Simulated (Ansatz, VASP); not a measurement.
**CdSe: VASP beside Ansatz**

File INCAR:

```
SYSTEM = CdSe
ALGO = Normal
EDIFF = 1E-6
ENCUT = 520
GGA = PE
ISIF = 2
ISMEAR = -1
LASPH = .TRUE.
LCHARG = .TRUE.
LELF = .TRUE.
LREAL = .FALSE.
LVHAR = .TRUE.
LWAVE = .FALSE.
NBANDS = 16
NELM = 80
PREC = Accurate
SIGMA = 0.02
```

File KPOINTS:

```
k-points
0
G
  8 8 8
  0 0 0
```

Contents of POSCAR:

```
CdSe
1.0
    0.0820120111      3.1497929755      3.1497929755
    3.1497929755      0.0820120111      3.1497929755
    3.1497929755      3.1497929755      0.0820120111
Cd Se
1 1
Direct
    0.0023043651      0.0023043651      0.0023043651
    0.2476956349      0.2476956349      0.2476956349
```

Input for Ansatz:

```yaml
crystal:
  lattice:
    - [0.0820120111, 3.1497929755, 3.1497929755]
    - [3.1497929755, 0.0820120111, 3.1497929755]
    - [3.1497929755, 3.1497929755, 0.0820120111]
  atoms:
    - { symbol: Cd, position: [0.0023043651, 0.0023043651, 0.0023043651] }
    - { symbol: Se, position: [0.2476956349, 0.2476956349, 0.2476956349] }
kpoints:
  mp_grid: { grid: [8, 8, 8] }
  band_path:
    path:
      - [0.0, 0.0, 0.0]
      - [-0.5, -0.5, 0.0]
      - [-0.375, -0.375, 0.25]
      - [-0.375, 0.0, 0.375]
      - [0.0, 0.0, 0.5]
      - [-0.5, -0.25, 0.25]
    npoints: 1
hamiltonian:
  xc: pbe
scf:
  occupations: { method: fermi_dirac, width: 0.02 }
  n_extra_bands: 4
output:
  forces: true
  stress: true
  eigenvalues: true
```

Change from the starting cell: shear_111 strain +4.0%.

Alike in both runs: task single point; functional PBE; k mesh 8 × 8 × 8; occupations fermi-dirac, width 0.02 eV; no spin polarisation.

|  | VASP | Ansatz |
| --- | --- | --- |
| version | VASP 6.6.1 | Ansatz 0.2.0 |
| potentials or method | VASP PAW PBE potentials, release 64 (Cd, Se) | plane waves, PAW |
| plane-wave cutoff (eV) | 520 | 420 |
| valence electrons in the cell | 18 | 36 |

Ansatz gave:

```
pressure (GPa)                                                : -0.5
traceless stress, the component that is largest in VASP (GPa) : -0.60
rms of the force components (eV/Å)                            : 0.002
```

**Question.** Which values does VASP return?

**Answer.** Pressure (GPa): -0.2; traceless stress, the component that is largest in VASP (GPa): -0.60; rms of the force components (eV/Å): 0.005.

Atom by atom the forces differ by 0.002 eV/Å (rms over components). With one functional, cell and mesh, what is left measures potentials, basis and numerics. VASP's potentials hold 18 valence electrons a cell and Ansatz's 36, so a difference there can come from the potentials and not from the codes.
